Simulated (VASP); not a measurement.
Ta, 2 atoms in the cell. Symmetry: P6_3/mmc, No. 194, hexagonal system. The conventional cell has a = 2.900 Å, b = 2.900 Å, c = 5.321 Å, α = 90.00°, β = 90.00°, γ = 120.00°. Within 3.8 Å of Ta (site symmetry -6m2) lie 12 Ta at 2.90 to 3.14 Å.  This cell differs from its parent crystal: strain +0.0300 x Voigt [0, 0, 1, 0, 0, 0].

* Program: VASP 6.6.1
* Task: single point
* Functional: PBEsol
* Potentials or basis: VASP PAW PBE potentials, release 64 (Ta_pv)
* Cutoff: 520 eV
* k mesh: 18 × 18 × 10
* Occupations: gaussian, width 0.15 eV
* Spin: no spin polarisation
* Dipole correction: no
* Further INCAR settings: ALGO = Fast; EDIFF = 1e-07; NBANDS = 18

Potentials or basis: VASP PAW PBE potentials, release 64 (Ta_pv).

Command:

```bash
$ cat potpaw_PBE.64/Ta_pv/POTCAR > POTCAR
$ mpirun -np 1 vasp_std > vasp.out
```

Hardware: 1 thread of Intel(R) Xeon(R) 6975P-C (Granite Rapids), with other jobs on the host.

Q: Estimate the wall time of this run.

A: Wall time 54 s on 1 thread of Intel(R) Xeon(R) 6975P-C (Granite Rapids), with other jobs on the host, peak memory 0.26 GiB. Counts: scf iterations 15, k points 222.
